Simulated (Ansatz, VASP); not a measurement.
MgO in VASP and in Ansatz

The input INCAR:

```
PREC     = Accurate       # precision mode
ENCUT    = 840            # plane-wave cutoff, eV
EDIFF    = 1E-6           # SCF threshold, eV
ISMEAR   = 0              # smearing method
SIGMA    = 0.01           # smearing width, eV
LREAL    = F              # projectors in reciprocal space
LASPH    = T              # aspherical terms in the spheres
NELM     = 120            # most SCF steps
ALGO     = Normal         # electronic algorithm
ISIF     = 2              # what is computed and relaxed
LWAVE    = F              # write WAVECAR
LCHARG   = F              # write CHGCAR
NBANDS   = 24             # bands
GGA_COMPAT= F
```

Contents of KPOINTS:

```
regular mesh
0
Gamma
  6 6 4
```

The input POSCAR:

```
MgO
1.0
    3.4863800000      0.0000000000      0.0000000000
   -1.7431900000      3.0192936472      0.0000000000
    0.0000000000      0.0000000000      4.1780400000
Mg O
2 2
Direct
    0.6666666667      0.3333333333      0.7500000000
    0.3333333333      0.6666666667      0.2500000000
    0.6666666667      0.3333333333      0.2500000000
    0.3333333333      0.6666666667      0.7500000000
```

Input for Ansatz:

```yaml
crystal:
  lattice:
    a: 3.48638
    b: 3.48638
    c: 4.17804
    alpha: 90.0
    beta: 90.0
    gamma: 120.0
  space_group: 194
  atoms:
    - { symbol: Mg, position: [0.6666666666666666, 0.3333333333333333, 0.75] }
    - { symbol: O, position: [0.6666666666666666, 0.3333333333333333, 0.25] }
basis:
  ecutwfc: 450.0
kpoints:
  mp_grid:
    grid: [6, 6, 4]
    shift: [0.0, 0.0, 0.0]
hamiltonian:
  xc: lda
  pseudopotentials:
    kind: paw
scf:
  occupations:
    method: fixed
output:
  stress: true
  eigenvalues: true
```

Alike in both runs: task single point; functional LDA; k mesh 6 × 6 × 4; no spin polarisation.

```csv
,VASP,Ansatz
version,VASP 6.6.1,Ansatz 0.2.0
potentials or method,"VASP PAW LDA potentials, release 64 (Mg_sv, O), cutoff 840 eV","plane waves, PAW"
occupations,"gaussian, width 0.01 eV",fixed
valence electrons in the cell,32,32
```

Ansatz gave:

* gap on the k mesh at the Fermi level (eV): 3.34
* pressure (GPa): -4.0
* traceless stress, the component that is largest in VASP (GPa): -0.15

Problem. Estimate VASP's values.

Solution. gap on the k mesh at the Fermi level (eV): 3.34; pressure (GPa): -3.5; traceless stress, the component that is largest in VASP (GPa): -0.14.

LDA's correlation is that of Perdew and Zunger in VASP and of Perdew and Wang (1992) in Ansatz.
